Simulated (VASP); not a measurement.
Si, 2 atoms in the cell. The cell holds a slab with vacuum, 2 atoms: a = 3.646 Å, b = 3.646 Å, c = 28.000 Å, α = 90.00°, β = 90.00°, γ = 120.00°. 

```yaml
Program: VASP 6.6.1
Task: single point
Functional: LDA
Potentials_or_basis: VASP PAW LDA potentials, release 64 (Si)
Cutoff: 520 eV
k_mesh: 15 × 15 × 1
Occupations: gaussian, width 0.1 eV
Spin: no spin polarisation
Dipole_correction: yes
Further_INCAR_settings: ALGO = Normal; EDIFF = 1e-06; NBANDS = 11
```

Potentials or basis: VASP PAW LDA potentials, release 64 (Si).

Launch:

```console
$ cat potpaw_LDA.64/Si/POTCAR > POTCAR
$ mpirun -np 1 vasp_std > vasp.out
```

Hardware: 1 thread of Intel(R) Xeon(R) Platinum 8559C (Emerald Rapids) (shared host).

Question: How long does it take, and how much memory?

Answer: Wall time 86 s on 1 thread of Intel(R) Xeon(R) Platinum 8559C (Emerald Rapids), with other jobs on the host, peak memory 0.33 GiB. Counts: scf iterations 22, k points 27.
